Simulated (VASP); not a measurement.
# NbC (Niobocarbide) (Fm-3m) in VASP: a series of runs, part 2 of 2

VASP 6.6.1.

**5. Single point, PBE+D4**

INCAR

```
PREC = Accurate
ENCUT = 600
EDIFF = 1E-6
ISMEAR = 1
SIGMA = 0.15
LREAL = F
LASPH = T
NELM = 120
ALGO = Normal
ISIF = 2
LWAVE = F
LCHARG = F
GGA = PE
IVDW = 13
NBANDS = 16
GGA_COMPAT = F
```

KPOINTS

```
Automatic mesh
0
Gamma
  9 9 9
```

POSCAR

```
NbC
1.0
    3.1601310000      0.0000000000      0.0000000000
    1.5800655000      2.7367537253      0.0000000000
    1.5800655000      0.9122512418      2.5802361568
Nb C
1 1
Direct
    0.0000000000      0.0000000000      0.0000000000
    0.5000000000      0.5000000000      0.5000000000
```

Potentials or basis: VASP PAW PBE potentials, release 64 (Nb_sv, C).

Run with:

```sh
cat potpaw_PBE.64/Nb_sv/POTCAR potpaw_PBE.64/C/POTCAR > POTCAR
mpirun -np 1 vasp_std > vasp.out
```

OUTCAR:

```text
PREC = Accurate
   ENCUT = 600
   EDIFF = 1E-6
   ISMEAR = 1
   LREAL = F
   LASPH = T
   NELM = 120
   ISIF = 2
   GGA = PE
   IVDW = 13

 ion  position               nearest neighbor table
   1  0.000  0.000  0.000-   2 2.23   2 2.23   2 2.23   2 2.23   2 2.23   2 2.23
   2  0.500  0.500  0.500-   1 2.23   1 2.23   1 2.23   1 2.23   1 2.23   1 2.23

  LATTYP: Found a face centered cubic cell.
 ALAT       =     4.4691001191

  Lattice vectors:

 A1 = (   3.1601310000,   0.0000000000,   0.0000000000)
 A2 = (   1.5800655000,   2.7367537253,   0.0000000000)
 A3 = (   1.5800655000,   0.9122512418,   2.5802361568)

Analysis of symmetry for initial positions (statically):
=====================================================================
 Subroutine PRICEL returns:
 Original cell was already a primitive cell.

 Routine SETGRP: Setting up the symmetry group for a
 face centered cubic supercell.

 Subroutine GETGRP returns: Found 48 space group operations
 (whereof 48 operations were pure point group operations)
 out of a pool of 48 trial point group operations.

The static configuration has the point symmetry O_h .

Analysis of symmetry for dynamics (positions and initial velocities):
=====================================================================
 Subroutine PRICEL returns:
 Original cell was already a primitive cell.

 Routine SETGRP: Setting up the symmetry group for a
 face centered cubic supercell.

 Subroutine GETGRP returns: Found 48 space group operations
 (whereof 48 operations were pure point group operations)
 out of a pool of 48 trial point group operations.

The dynamic configuration has the point symmetry O_h .

 Subroutine INISYM returns: Found 48 space group operations
 (whereof 48 operations are pure point group operations),
 and found     1 'primitive' translations

----------------------------------------------------------------------------------------

                                     Primitive cell

[... 111 lines left out ...]
  volume/ion in A,a.u.               =      11.16        75.30
  Fermi-wavevector in a.u.,A,eV,Ry     =   1.495172  2.825465 30.416344  2.235538
  Thomas-Fermi vector in A             =   2.607351
   LORBIT       =      0    0 simple, 1 ext, 2 COOP (PROOUT), +10 PAW based schemes
   GGA     = PE    functional components
   LHFCALC =     F    Hartree Fock is set to
   AEXX    =    0.0000 exact exchange contribution
   IVDW    =    13    specifies the selected vdW correction
   LEPSILON=     F    determine dielectric tensor
   LRPA    =     F    only Hartree local field effects (RPA)
 non-spin polarized calculation
 Methfessel and Paxton  Order N= 1 SIGMA  =   0.15
  energy-cutoff  :      600.00
  volume of cell :       22.32
 maximum number of plane-waves:       759
 NGX is ok and might be reduce to    28
   NGX = 13   NGY = 13   NGZ = 13

 number of electron      17.0000001 magnetization

 Free energy of the ion-electron system (eV)
  ---------------------------------------------------
  ext. energy  EPLUGINS =         0.00000000
  ---------------------------------------------------
  free energy    TOTEN  =       -20.53224318 eV

  energy without entropy =      -20.52589118  energy(sigma->0) =      -20.53012585

 E-fermi :  12.5644     XC(G=0): -13.0885

 val. band max:       12.5625509010   @ k =   0.2222   0.0000   0.0000
 cond. band min:      12.5763936271   @ k =  -0.4444   0.3333   0.1111
 fundamental gap:      0.0138427261
 Fermi energy:        12.5643671511

 k-point     1 :       0.0000    0.0000    0.0000
  band No.  band energies     occupation
      1     -43.1626      2.00000
      2     -18.8700      2.00000
      3     -18.8700      2.00000
      4     -18.8700      2.00000
      5      -0.8778      2.00000
      6      11.2817      2.00000
[... 433 lines left out ...]
      3     -19.1487      2.00000
      4     -19.1487      2.00000
      5       0.5186      2.00000
      6       8.4738      2.00000
[... 8 lines left out ...]
     15      24.8871      0.00000
     16      30.2844      0.00000

 [... further k-points ...]

------------------------ aborting loop because EDIFF is reached ----------------------------------------

  DFT-D4 for vdW energy calculation

  Edisp (eV):   -0.67147

  FORCE on cell =-STRESS in cart. coord.  units (eV):
  Direction    XX          YY          ZZ          XY          YZ          ZX
  --------------------------------------------------------------------------------------
  -------------------------------------------------------------------------------------
  Total      -0.34863    -0.34863    -0.34863     0.00000    -0.00000     0.00000
  in kB     -25.03071   -25.03071   -25.03071     0.00000    -0.00000     0.00000
  external pressure =      -25.03 kB  Pullay stress =        0.00 kB

 VOLUME and BASIS-vectors are now :
 -----------------------------------------------------------------------------
  energy-cutoff  :      600.00
  volume of cell :       22.32
      direct lattice vectors                 reciprocal lattice vectors
     3.160131000  0.000000000  0.000000000     0.316442578 -0.182698208 -0.129187141
     1.580065500  2.736753725  0.000000000     0.000000000  0.365396415 -0.129187141
     1.580065500  0.912251242  2.580236157     0.000000000  0.000000000  0.387561424

 POSITION                                       TOTAL-FORCE (eV/Angst)
 -----------------------------------------------------------------------------------
      0.00000      0.00000      0.00000         0.000000     -0.000000      0.000000
      3.16013      1.82450      1.29012        -0.000000      0.000000      0.000000
 -----------------------------------------------------------------------------------
    total drift:                                0.000000     -0.000000     -0.000000

  FREE ENERGIE OF THE ION-ELECTRON SYSTEM (eV)
  ---------------------------------------------------
  free  energy   TOTEN  =       -21.2037124902 eV

  energy  without entropy=      -21.1973604903  energy(sigma->0) =      -21.20159516
```

stdout:

```text
POSCAR found type information on POSCAR NbC
 POSCAR found :  2 types and       2 ions
 scaLAPACK will be used
 LDA part: xc-table for (Slater+PW92), standard interpolation
 POSCAR, INCAR and KPOINTS ok, starting setup
 FFT: planning ... GRIDC
 FFT: planning ... GRID_SOFT
 FFT: planning ... GRID
 WAVECAR not read
 entering main loop
```

It took 16 s on 1 thread of Intel Xeon 6975P-C, shared host; peak memory 0.17 GiB.

Results:

* Free energy: -21.2037 eV
* Pressure: -2.5 GPa
* Dispersion energy per atom: -0.336 eV

Caveat: pairwise dispersion overbinds metals, which lowers pressure and volume.

**6. Summary**

```tsv
k mesh	gap on the mesh (eV)	pressure (GPa)
3 × 3 × 3	none	1.7
5 × 5 × 5	none	-2.6
7 × 7 × 7	none	-2.5
9 × 9 × 9	none	-2.5
```

Alike in all rows: task single point; level PBE+D4; potentials or basis VASP PAW PBE potentials, release 64 (Nb_sv, C); no spin polarisation; cell as given; cutoff (eV) 600; smearing methfessel-paxton 0.15 eV.

Caveats: some runs use coarse meshes; pairwise dispersion overbinds metals, which lowers pressure and volume.

Total energies depend on the potentials used, so only differences within one code and one set of settings carry meaning.
